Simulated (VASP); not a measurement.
# LiCl (F-43m) in VASP: further runs, part 2 of 2

VASP 6.6.1. Earlier steps stand in the parts before.

## (4) Single point, PBE (volume changed by +10%)

INCAR

```
SYSTEM = LiCl
PREC = Accurate
ENCUT = 520
EDIFF = 1E-6
ISMEAR = 0
SIGMA = 0.01
LREAL = .FALSE.
LASPH = .TRUE.
NELM = 60
ALGO = Normal
ISIF = 2
LWAVE = .FALSE.
LCHARG = .FALSE.
GGA = PE
NBANDS = 12
```

KPOINTS

```
regular mesh
0
G
  4 4 4
  0 0 0
```

POSCAR

```
LiCl
1.0
    0.0000000000      2.8212654574      2.8212654574
    2.8212654574      0.0000000000      2.8212654574
    2.8212654574      2.8212654574      0.0000000000
Li Cl
1 1
Direct
    0.0000000000      0.0000000000      0.0000000000
    0.2500000000      0.2500000000      0.2500000000
```

Potentials or basis: VASP PAW PBE potentials, release 64 (Li_sv, Cl).

Launch:

```sh
$ cat potpaw_PBE.64/Li_sv/POTCAR potpaw_PBE.64/Cl/POTCAR > POTCAR
$ mpirun -np 1 vasp_std > vasp.out
```

OUTCAR:

```text
SYSTEM = LiCl
   PREC = Accurate
   ENCUT = 520
   EDIFF = 1E-6
   ISMEAR = 0
   LREAL = .FALSE.
   LASPH = .TRUE.
   NELM = 60
   ISIF = 2
   GGA = PE

 ion  position               nearest neighbor table
   1  0.000  0.000  0.000-   2 2.44   2 2.44   2 2.44   2 2.44
   2  0.250  0.250  0.250-   1 2.44   1 2.44   1 2.44   1 2.44

  LATTYP: Found a face centered cubic cell.
 ALAT       =     5.6425309148

  Lattice vectors:

 A1 = (   0.0000000000,   2.8212654574,   2.8212654574)
 A2 = (   2.8212654574,   0.0000000000,   2.8212654574)
 A3 = (   2.8212654574,   2.8212654574,   0.0000000000)

Analysis of symmetry for initial positions (statically):
=====================================================================
 Subroutine PRICEL returns:
 Original cell was already a primitive cell.

 Routine SETGRP: Setting up the symmetry group for a
 face centered cubic supercell.

 Subroutine GETGRP returns: Found 24 space group operations
 (whereof 24 operations were pure point group operations)
 out of a pool of 48 trial point group operations.

The static configuration has the point symmetry T_d .

Analysis of symmetry for dynamics (positions and initial velocities):
=====================================================================
 Subroutine PRICEL returns:
 Original cell was already a primitive cell.

 Routine SETGRP: Setting up the symmetry group for a
 face centered cubic supercell.

 Subroutine GETGRP returns: Found 24 space group operations
 (whereof 24 operations were pure point group operations)
 out of a pool of 48 trial point group operations.

The dynamic configuration has the point symmetry T_d .

 Subroutine INISYM returns: Found 24 space group operations
 (whereof 24 operations are pure point group operations),
 and found     1 'primitive' translations

----------------------------------------------------------------------------------------

                                     Primitive cell

  volume of cell :      44.9119

  direct lattice vectors                    reciprocal lattice vectors
     0.000000000  2.821265457  2.821265457    -0.177225436  0.177225436  0.177225436
     2.821265457  0.000000000  2.821265457     0.177225436 -0.177225436  0.177225436
     2.821265457  2.821265457  0.000000000     0.177225436  0.177225436 -0.177225436

  length of vectors
     3.989871873  3.989871873  3.989871873     0.306963459  0.306963459  0.306963459

  position of ions in fractional coordinates (direct lattice)
     0.000000000  0.000000000  0.000000000
     0.250000000  0.250000000  0.250000000

  ion indices of the primitive-cell ions
   primitive index   ion index
                 1           1
                 2           2

----------------------------------------------------------------------------------------

 KPOINTS: regular mesh

Automatic generation of k-mesh.
 Grid dimensions read from file:
 generate k-points for:    4    4    4

 Generating k-lattice:

  Cartesian coordinates                     Fractional coordinates (reciprocal lattice)
[... 21 lines left out ...]
  0.500000  0.250000  0.000000     24.000000
 -0.250000  0.250000  0.000000     12.000000
  0.500000  0.500000  0.000000      3.000000
 -0.250000  0.500000  0.250000      6.000000
   k-points           NKPTS =      8   k-points in BZ     NKDIM =      8   number of bands    NBANDS=     12
   number of dos      NEDOS =    301   number of ions     NIONS =      2
   total plane-waves  NPLWV =  27000
   dimension x,y,z NGX =    30 NGY =   30 NGZ =   30
   dimension x,y,z NGXF=    60 NGYF=   60 NGZF=   60
   ions per type =               1   1
   NGX,Y,Z   is equivalent  to a cutoff of  12.50, 12.50, 12.50 a.u.
   NGXF,Y,Z  is equivalent  to a cutoff of  25.00, 25.00, 25.00 a.u.
 SYSTEM =  LiCl
   PREC   = accura    normal or accurate (medium, high low for compatibility)
   ISTART =      0    job   : 0-new  1-cont  2-samecut
   ICHARG =      2    charge: 1-file 2-atom 10-const
   ISPIN  =      1    spin polarized calculation?
   LNONCOLLINEAR =      F non collinear calculations
   LSORBIT =      F    spin-orbit coupling
   LASPH  =      T    aspherical Exc in radial PAW
   ENCUT  =  520.0 eV  38.22 Ry    6.18 a.u.   7.42  7.42  7.42*2*pi/ulx,y,z
   NELM   =     60;   NELMIN=  2; NELMDL= -5     # of ELM steps
   EDIFF  = 0.1E-05   stopping-criterion for ELM
   LREAL  =      F    real-space projection
   EDIFFG = 0.1E-04   stopping-criterion for IOM
   NSW    =      0    number of steps for IOM
   IBRION =     -1    ionic relax: 0-MD 1-quasi-New 2-CG
   NFREE  =      0    steps in history (QN), initial steepest desc. (CG)
   ISIF   =      2    stress and relaxation
   ISYM   =      2    0-nonsym 1-usesym 2-fastsym
   POTIM  = 0.5000    time-step for ionic-motion
   TEBEG  =    0.0;   TEEND  =   0.0 temperature during run
   PSTRESS=    0.0 pullay stress
   NELECT =      10.0000    total number of electrons
   NUPDOWN=      -1.0000    fix difference up-down
   EMIN   =  10.00;   EMAX   =-10.00  energy-range for DOS
   EFERMI =   0.00;   METHOD = LEGACY
   ISMEAR =     0;   SIGMA  =   0.01  broadening in eV -4-tet -1-fermi 0-gaus
   EFERMI_NEDOS =   21; number of points for ismear=-14 and -15
   IALGO  =     38    algorithm
   IMIX   =      4    mixing-type and parameters
     AMIX     =   0.40;   BMIX     =  1.00
     AMIX_MAG =   1.60;   BMIX_MAG =  1.00
  volume/ion in A,a.u.               =      22.46       151.54
  Fermi-wavevector in a.u.,A,eV,Ry     =   0.992249  1.875080 13.395739  0.984559
  Thomas-Fermi vector in A             =   2.124048
   LORBIT       =      0    0 simple, 1 ext, 2 COOP (PROOUT), +10 PAW based schemes
   GGA     = PE    functional components
   LHFCALC =     F    Hartree Fock is set to
   AEXX    =    0.0000 exact exchange contribution
   IVDW    =     0    specifies the selected vdW correction
   LEPSILON=     F    determine dielectric tensor
   LRPA    =     F    only Hartree local field effects (RPA)
 non-spin polarized calculation
 Gauss-broadening in eV      SIGMA  =   0.01
  energy-cutoff  :      520.00
  volume of cell :       44.91
 maximum number of plane-waves:      1243
 NGX is ok and might be reduce to    30
   NGX = 15   NGY = 15   NGZ = 15

 number of electron      10.0000002 magnetization

 Free energy of the ion-electron system (eV)
  ---------------------------------------------------
  ext. energy  EPLUGINS =         0.00000000
  ---------------------------------------------------
  free energy    TOTEN  =        -7.41262542 eV

  energy without entropy =       -7.41262542  energy(sigma->0) =       -7.41262542

 E-fermi :  -1.5218     XC(G=0):  -7.3541

 val. band max:       -1.6556208328   @ k =   0.0000   0.0000   0.0000
 cond. band min:       4.0801229974   @ k =   0.0000   0.0000   0.0000
 fundamental gap:      5.7357438302
 Fermi energy:        -1.5217722476

 k-point     1 :       0.0000    0.0000    0.0000
  band No.  band energies     occupation
      1     -44.7368      2.00000
      2     -14.1940      2.00000
      3      -1.6556      2.00000
      4      -1.6556      2.00000
      5      -1.6556      2.00000
      6       4.0801      0.00000
      7       8.3856      0.00000
      8       8.3857      0.00000
      9       8.3857      0.00000
     10      12.5964      0.00000
     11      12.5964      0.00000
     12      15.4659      0.00000
[... 91 lines left out ...]
 k-point     8 :      -0.2500    0.5000    0.2500
  band No.  band energies     occupation
      1     -44.7356      2.00000
      2     -13.8875      2.00000
      3      -2.8535      2.00000
      4      -2.6498      2.00000
      5      -2.4843      2.00000
      6       6.3900      0.00000
      7       8.7965      0.00000
      8       8.9238      0.00000
      9       9.6726      0.00000
     10      11.8099      0.00000
     11      14.2313      0.00000
     12      14.7622      0.00000

------------------------ aborting loop because EDIFF is reached ----------------------------------------

  FORCE on cell =-STRESS in cart. coord.  units (eV):
  Direction    XX          YY          ZZ          XY          YZ          ZX
  --------------------------------------------------------------------------------------
  -------------------------------------------------------------------------------------
  Total       -0.4191420     -0.4191420     -0.4191420      0.0000000     -0.0000000      0.0000000
  in kB      -14.9523654    -14.9523654    -14.9523654      0.0000000     -0.0000000      0.0000000
  external PRESSURE =     -14.9523654 kB  Pullay stress =       0.0000000 kB

 VOLUME and BASIS-vectors are now :
 -----------------------------------------------------------------------------
  energy-cutoff  :      520.00
  volume of cell :       44.91
      direct lattice vectors                 reciprocal lattice vectors
     0.000000000  2.821265457  2.821265457    -0.177225436  0.177225436  0.177225436
     2.821265457  0.000000000  2.821265457     0.177225436 -0.177225436  0.177225436
     2.821265457  2.821265457  0.000000000     0.177225436  0.177225436 -0.177225436

 POSITION                                       TOTAL-FORCE (eV/Angst)
 -----------------------------------------------------------------------------------
      0.00000      0.00000      0.00000        -0.000000     -0.000000      0.000000
      1.41063      1.41063      1.41063         0.000000      0.000000     -0.000000
 -----------------------------------------------------------------------------------
    total drift:                               -0.000000     -0.000000      0.000000

  FREE ENERGIE OF THE ION-ELECTRON SYSTEM (eV)
  ---------------------------------------------------
  free  energy   TOTEN  =        -7.4126254152 eV

  energy  without entropy=       -7.4126254152  energy(sigma->0) =       -7.41262542
```

It took 9.9 s on 1 thread of Intel Xeon 8259CL, shared host; peak memory 0.16 GiB.

What came out:

| Property | Result |
| --- | --- |
| Free energy | -7.4126 eV |
| Band gap on the k mesh | 5.74 eV, direct |

Caveat: the k points lie up to 0.48 Å⁻¹ apart; the cutoff is under 1.25 times the usual one of these potentials, so pressure, stress and relaxed cells hold a basis-set (Pulay) error.

## (5) Overview

| cell | gap on the mesh (eV) |
| --- | --- |
| a = 3.928 Å, angles 60.0°, 2 atoms | 5.89 |
| a = 3.732 Å, angles 60.0°, 2 atoms | 6.44 |
| a = 3.990 Å, angles 60.0°, 2 atoms | 5.74 |

Alike in all rows: task single point; level PBE; potentials or basis VASP PAW PBE potentials, release 64 (Li_sv, Cl); no spin polarisation; k mesh 4 × 4 × 4; cutoff (eV) 520; smearing gaussian 0.01 eV.

Caveats: all runs use coarse meshes; the cutoff is under 1.25 times the usual one of these potentials, so pressure, stress and relaxed cells hold a basis-set (Pulay) error.

Total energies depend on the potentials used, so only differences within one code and one set of settings carry meaning.
